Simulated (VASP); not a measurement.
# InC2 (P3_221) in VASP: single point with PBE

Aim: the single point of InC2 with PBE.

Everything below comes from runs of VASP 6.6.1. Logs are shortened: lines on timing, memory, paths and dates and some standing lists are left out, and cuts for length are marked.

## (1) The cell of the first run

The structure is trigonal, space group P3_221 (No. 154). The conventional cell has a = 4.128 Å, b = 4.128 Å, c = 8.985 Å, α = 90.00°, β = 90.00°, γ = 120.00°. Within 3.1 Å of In (site symmetry 2) lie 8 C at 2.38 to 3.09 Å. Within 1.7 Å of C (site symmetry 1) lie 1 C at 1.29 Å.

## (2) Single point, PBE

File INCAR:

```
ALGO = Normal
EDIFF = 1E-7
ENCUT = 520
GGA = PE
ISIF = 2
ISMEAR = 0
LASPH = T
LCHARG = F
LREAL = F
LWAVE = F
NBANDS = 42
NELM = 60
PREC = Accurate
SIGMA = 0.1
```

File KPOINTS:

```
k-points
0
Gamma
  12 12 4
```

File POSCAR:

```
InC2
1.0
    4.1281570140      0.0000000000      0.0000000000
   -2.0640785070      3.5750888449      0.0000000000
    0.0000000000      0.0000000000      8.9847533883
In C
3 6
Direct
    0.3789411239      0.0000000000      0.6666666667
    0.0000000000      0.3789411239      0.3333333333
    0.6210588761      0.6210588761      0.0000000000
    0.3615980978      0.1668975454      0.1937926352
    0.8331024546      0.1947005524      0.8604593018
    0.8052994476      0.6384019022      0.5271259685
    0.1668975454      0.3615980978      0.8062073648
    0.1947005524      0.8331024546      0.1395406982
    0.6384019022      0.8052994476      0.4728740315
```

Potentials or basis: VASP PAW PBE potentials, release 64 (In_d, C).

The run is started by

```
> cat potpaw_PBE.64/In_d/POTCAR potpaw_PBE.64/C/POTCAR > POTCAR
> mpirun -np 1 vasp_std > vasp.out
```

OUTCAR:

```text
EDIFF = 1E-7
   ENCUT = 520
   GGA = PE
   ISIF = 2
   ISMEAR = 0
   LASPH = T
   LREAL = F
   NELM = 60
   PREC = Accurate

 ion  position               nearest neighbor table
   1  0.379  0.000  0.667-   5 2.38   9 2.38   7 2.42   6 2.42   7 2.64   6 2.64   3 3.74   3 3.74
                             2 3.74   2 3.74
   2  0.000  0.379  0.333-   8 2.38   6 2.38   4 2.42   9 2.42   4 2.64   9 2.64   3 3.74   3 3.74
                             1 3.74   1 3.74
   3  0.621  0.621  0.000-   4 2.38   7 2.38   5 2.42   8 2.42   5 2.64   8 2.64   1 3.74   1 3.74
                             2 3.74   2 3.74
   4  0.362  0.167  0.194-   8 1.29   3 2.38   2 2.42   2 2.64
   5  0.833  0.195  0.860-   7 1.29   1 2.38   3 2.42   3 2.64
   6  0.805  0.638  0.527-   9 1.29   2 2.38   1 2.42   1 2.64
   7  0.167  0.362  0.806-   5 1.29   3 2.38   1 2.42   1 2.64
   8  0.195  0.833  0.140-   4 1.29   2 2.38   3 2.42   3 2.64
   9  0.638  0.805  0.473-   6 1.29   1 2.38   2 2.42   2 2.64

  LATTYP: Found a hexagonal cell.
 ALAT       =     4.1281570140
 C/A-ratio  =     2.1764563116

  Lattice vectors:

 A1 = (   4.1281570140,   0.0000000000,   0.0000000000)
 A2 = (  -2.0640785070,   3.5750888449,   0.0000000000)
 A3 = (   0.0000000000,   0.0000000000,   8.9847533883)

Analysis of symmetry for initial positions (statically):
=====================================================================
 Subroutine PRICEL returns:
 Original cell was already a primitive cell.

 Routine SETGRP: Setting up the symmetry group for a
 hexagonal supercell.

 Subroutine GETGRP returns: Found  6 space group operations
 (whereof  2 operations were pure point group operations)
 out of a pool of 24 trial point group operations.

The static configuration has the point symmetry C_2 .
 The point group associated with its full space group is D_3 .

Analysis of symmetry for dynamics (positions and initial velocities):
=====================================================================
 Subroutine PRICEL returns:
 Original cell was already a primitive cell.

 Routine SETGRP: Setting up the symmetry group for a
 hexagonal supercell.

 Subroutine GETGRP returns: Found  6 space group operations
 (whereof  2 operations were pure point group operations)
 out of a pool of 24 trial point group operations.

The dynamic configuration has the point symmetry C_2 .
 The point group associated with its full space group is D_3 .

 Subroutine INISYM returns: Found  6 space group operations
 (whereof  2 operations are pure point group operations),
 and found     1 'primitive' translations

----------------------------------------------------------------------------------------

                                     Primitive cell

  volume of cell :     132.6017

  direct lattice vectors                    reciprocal lattice vectors
     4.128157014  0.000000000  0.000000000     0.242238848  0.139856664  0.000000000
    -2.064078507  3.575088845  0.000000000     0.000000000  0.279713328  0.000000000
     0.000000000  0.000000000  8.984753388     0.000000000  0.000000000  0.111299660

  length of vectors
     4.128157014  4.128157014  8.984753388     0.279713328  0.279713328  0.111299660

  position of ions in fractional coordinates (direct lattice)
     0.378941124  0.000000000  0.666666667
     1.000000000  0.378941124  0.333333333
     0.621058876  0.621058876  0.000000000
     0.361598098  0.166897545  0.193792635
     0.833102455  0.194700552  0.860459302
     0.805299448  0.638401902  0.527125969
     0.166897545  0.361598098  0.806207365
     0.194700552  0.833102455  0.139540698
     0.638401902  0.805299448  0.472874031

  ion indices of the primitive-cell ions
   primitive index   ion index
                 1           1
                 2           2
                 3           3
                 4           4
                 5           5
                 6           6
                 7           7
                 8           8
                 9           9

----------------------------------------------------------------------------------------

 KPOINTS: k-points

Automatic generation of k-mesh.
 Grid dimensions read from file:
 generate k-points for:   12   12    4

 Generating k-lattice:

  Cartesian coordinates                     Fractional coordinates (reciprocal lattice)
     0.020186571  0.011654722  0.000000000     0.083333333 -0.000000000  0.000000000
     0.000000000  0.023309444  0.000000000     0.000000000  0.083333333  0.000000000
     0.000000000  0.000000000  0.027824915     0.000000000  0.000000000  0.250000000

  Length of vectors
     0.023309444  0.023309444  0.027824915

  Shift w.r.t. Gamma in fractional coordinates (k-lattice)
     0.000000000  0.000000000  0.000000000

 Subroutine IBZKPT returns following result:
 ===========================================

 Found     69 irreducible k-points:

 Following reciprocal coordinates:
            Coordinates               Weight
  0.000000  0.000000  0.000000      1.000000
  0.083333  0.000000  0.000000      6.000000
  0.166667  0.000000  0.000000      6.000000
  0.250000  0.000000  0.000000      6.000000
  0.333333  0.000000  0.000000      6.000000
  0.416667  0.000000  0.000000      6.000000
[... 16 lines left out ...]
  0.166667  0.000000  0.250000      6.000000
  0.000000  0.166667  0.250000      6.000000
 [... further k-points ...]
   k-points           NKPTS =     69   k-points in BZ     NKDIM =     69   number of bands    NBANDS=     42
   number of dos      NEDOS =    301   number of ions     NIONS =      9
   total plane-waves  NPLWV =  71680
   dimension x,y,z NGX =    32 NGY =   32 NGZ =   70
   dimension x,y,z NGXF=    64 NGYF=   64 NGZF=  140
   ions per type =               3   6
   NGX,Y,Z   is equivalent  to a cutoff of  12.89, 12.89, 12.95 a.u.
   NGXF,Y,Z  is equivalent  to a cutoff of  25.77, 25.77, 25.90 a.u.
 SYSTEM =  unknown system
   PREC   = accura    normal or accurate (medium, high low for compatibility)
   ISTART =      0    job   : 0-new  1-cont  2-samecut
   ICHARG =      2    charge: 1-file 2-atom 10-const
   ISPIN  =      1    spin polarized calculation?
   LNONCOLLINEAR =      F non collinear calculations
   LSORBIT =      F    spin-orbit coupling
   LASPH  =      T    aspherical Exc in radial PAW
   ENCUT  =  520.0 eV  38.22 Ry    6.18 a.u.   7.68  7.68 16.71*2*pi/ulx,y,z
   NELM   =     60;   NELMIN=  2; NELMDL= -5     # of ELM steps
   EDIFF  = 0.1E-06   stopping-criterion for ELM
   LREAL  =      F    real-space projection
   EDIFFG = 0.1E-05   stopping-criterion for IOM
   NSW    =      0    number of steps for IOM
   IBRION =     -1    ionic relax: 0-MD 1-quasi-New 2-CG
   NFREE  =      0    steps in history (QN), initial steepest desc. (CG)
   ISIF   =      2    stress and relaxation
   ISYM   =      2    0-nonsym 1-usesym 2-fastsym
   POTIM  = 0.5000    time-step for ionic-motion
   TEBEG  =    0.0;   TEEND  =   0.0 temperature during run
   PSTRESS=    0.0 pullay stress
   NELECT =      63.0000    total number of electrons
   NUPDOWN=      -1.0000    fix difference up-down
   EMIN   =  10.00;   EMAX   =-10.00  energy-range for DOS
   EFERMI =   0.00;   METHOD = LEGACY
   ISMEAR =     0;   SIGMA  =   0.10  broadening in eV -4-tet -1-fermi 0-gaus
   EFERMI_NEDOS =   21; number of points for ismear=-14 and -15
   IALGO  =     38    algorithm
   IMIX   =      4    mixing-type and parameters
     AMIX     =   0.40;   BMIX     =  1.00
     AMIX_MAG =   1.60;   BMIX_MAG =  1.00
  volume/ion in A,a.u.               =      14.73        99.43
  Fermi-wavevector in a.u.,A,eV,Ry     =   1.277434  2.414001 22.202513  1.631839
  Thomas-Fermi vector in A             =   2.410034
   LORBIT       =      0    0 simple, 1 ext, 2 COOP (PROOUT), +10 PAW based schemes
   GGA     = PE    functional components
   LHFCALC =     F    Hartree Fock is set to
   AEXX    =    0.0000 exact exchange contribution
   IVDW    =     0    specifies the selected vdW correction
   LEPSILON=     F    determine dielectric tensor
   LRPA    =     F    only Hartree local field effects (RPA)
 non-spin polarized calculation
 Gauss-broadening in eV      SIGMA  =   0.10
  energy-cutoff  :      520.00
  volume of cell :      132.60
 maximum number of plane-waves:      3627
 NGX is ok and might be reduce to    32
   NGX = 15   NGY = 15   NGZ = 33

 number of electron      63.0000007 magnetization

 Free energy of the ion-electron system (eV)
  ---------------------------------------------------
  ext. energy  EPLUGINS =         0.00000000
  ---------------------------------------------------
  free energy    TOTEN  =       -52.61081939 eV

  energy without entropy =      -52.59488749  energy(sigma->0) =      -52.60285344

 E-fermi :   5.7766     XC(G=0): -10.3245

 val. band max:        5.7589780009   @ k =   0.0833   0.0833   0.5000
 cond. band min:       5.7795752130   @ k =   0.2500   0.1667   0.2500
 fundamental gap:      0.0205972121
 Fermi energy:         5.7765785468

 k-point     1 :       0.0000    0.0000    0.0000
  band No.  band energies     occupation
      1      -9.2598      2.00000
      2      -8.7728      2.00000
      3      -8.7728      2.00000
      4      -8.6972      2.00000
      5      -8.6288      2.00000
      6      -8.6288      2.00000
[... 34 lines left out ...]
     41      11.3263      0.00000
     42      12.8902      0.00000

 k-point     2 :       0.0833    0.0000    0.0000
  band No.  band energies     occupation
      1      -9.2326      2.00000
      2      -8.9043      2.00000
      3      -8.8342      2.00000
      4      -8.6611      2.00000
      5      -8.6131      2.00000
      6      -8.6116      2.00000
[... 34 lines left out ...]
     41      11.4632      0.00000
     42      12.8034      0.00000

 k-point     3 :       0.1667    0.0000    0.0000
  band No.  band energies     occupation
      1      -9.1763      2.00000
      2      -9.0646      2.00000
      3      -8.9254      2.00000
      4      -8.6550      2.00000
      5      -8.6041      2.00000
      6      -8.5983      2.00000
[... 897 lines left out ...]
      4      -8.6640      2.00000
      5      -8.5990      2.00000
      6      -8.5760      2.00000
[... 34 lines left out ...]
     41      12.1032      0.00000
     42      12.5388      0.00000

 k-point    24 :       0.0000    0.1667    0.2500
  band No.  band energies     occupation
      1      -9.1593      2.00000
      2      -9.0684      2.00000
      3      -8.9364      2.00000
      4      -8.6641      2.00000
      5      -8.6039      2.00000
      6      -8.5844      2.00000
[... 34 lines left out ...]
     41      11.4978      0.00000
     42      12.5863      0.00000

 [... further k-points ...]
[... 5 lines left out ...]
  --------------------------------------------------------------------------------------
  -------------------------------------------------------------------------------------
  Total        0.1610290      0.1610290      0.1034910      0.0000000     -0.0000000      0.0000000
  in kB        1.9456538      1.9456538      1.2504437      0.0000000     -0.0000000      0.0000000
  external PRESSURE =       1.7139171 kB  Pullay stress =       0.0000000 kB

 VOLUME and BASIS-vectors are now :
 -----------------------------------------------------------------------------
  energy-cutoff  :      520.00
  volume of cell :      132.60
      direct lattice vectors                 reciprocal lattice vectors
     4.128157014  0.000000000  0.000000000     0.242238848  0.139856664  0.000000000
    -2.064078507  3.575088845  0.000000000     0.000000000  0.279713328  0.000000000
     0.000000000  0.000000000  8.984753388     0.000000000  0.000000000  0.111299660

 POSITION                                       TOTAL-FORCE (eV/Angst)
 -----------------------------------------------------------------------------------
      1.56433      0.00000      5.98984         0.000575      0.000000      0.000000
     -0.78216      1.35475      2.99492        -0.000288      0.000498     -0.000000
      1.28191      2.22034      0.00000        -0.000288     -0.000498      0.000000
      1.14824      0.59667      1.74118         0.003034      0.082587      0.034813
      3.03730      0.69607      7.73101        -0.073039     -0.038666      0.034813
      2.00669      2.28234      4.73610         0.070005     -0.043921      0.034813
     -0.05739      1.29275      7.24357         0.070005      0.043921     -0.034813
     -0.91583      2.97842      1.25374         0.003034     -0.082587     -0.034813
      0.97322      2.87902      4.24866        -0.073039      0.038666     -0.034813
 -----------------------------------------------------------------------------------
    total drift:                                0.000017      0.000029      0.000000

  FREE ENERGIE OF THE ION-ELECTRON SYSTEM (eV)
  ---------------------------------------------------
  free  energy   TOTEN  =       -52.6108193895 eV

  energy  without entropy=      -52.5948874924  energy(sigma->0) =      -52.60285344
```

Run time: 8.8 min. Hardware: 1 thread of Intel Xeon 8259CL, shared host; peak memory 0.44 GiB.

What came out:

```
Free energy            : -52.6108 eV
Pressure               : 0.2 GPa
Largest force          : 0.090 eV/Å
Band gap on the k mesh : zero (an odd number of electrons rules out a gap without spin polarisation)
```

Forces in eV/Å, atoms in the order of the input:
```
In   0.001  0.000  0.000
In   0.000  0.000  0.000
In   0.000  0.000  0.000
C    0.003  0.083  0.035
C   -0.073 -0.039  0.035
C    0.070 -0.044  0.035
C    0.070  0.044 -0.035
C    0.003 -0.083 -0.035
C   -0.073  0.039 -0.035
```

Caveat: spin-orbit coupling is left out, which moves the levels of the heavy elements; an odd number of electrons without spin polarisation forces a metal; a magnetic or distorted state may lie lower.

The gap in the log of VASP goes by the Fermi energy; the results here count the filled bands.